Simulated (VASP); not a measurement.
Runs of VASP 6.6.1 on Ca. The structure is that of space group I4/mmm (No. 139), or close to it. The cells are those of the table. 

```tsv
cell	further INCAR settings	gap on the mesh (eV)	pressure (GPa)
a = 3.934 Å, angles 107.4, 107.4, 113.7°, 1 atom	ALGO = Fast; EDIFF = 1e-07; NBANDS = 11	none	-2.0
a = 4.089 Å, angles 107.5, 107.5, 113.6°, 1 atom	ALGO = Fast; EDIFF = 1e-06; NBANDS = 11	none	-3.0
a = 3.779 Å, angles 107.3, 107.3, 113.9°, 1 atom	ALGO = Fast; EDIFF = 1e-06; NBANDS = 11	none	-0.4
a = 4.041 Å, angles 106.5, 106.5, 115.7°, 1 atom	ALGO = Fast; EDIFF = 1e-06; NBANDS = 11	none	(a)
a = 3.986 Å, angles 111.6, 111.6, 105.3°, 1 atom	ALGO = Fast; EDIFF = 1e-07; NBANDS = 11	none	(b)
```

Alike in all rows: task single point; level PBEsol; potentials or basis VASP PAW PBE potentials, release 64 (Ca_sv); no spin polarisation; k mesh 16 × 16 × 16; cutoff (eV) 520; smearing gaussian 0.15 eV.

Question: Fill in the values left out.

Answer: (a) -2.7; (b) -2.4.

Caveats: the PAW data sets were made with another functional, which shifts forces and pressure a little.

A gap of «none» marks levels without a gap at the run's occupations.
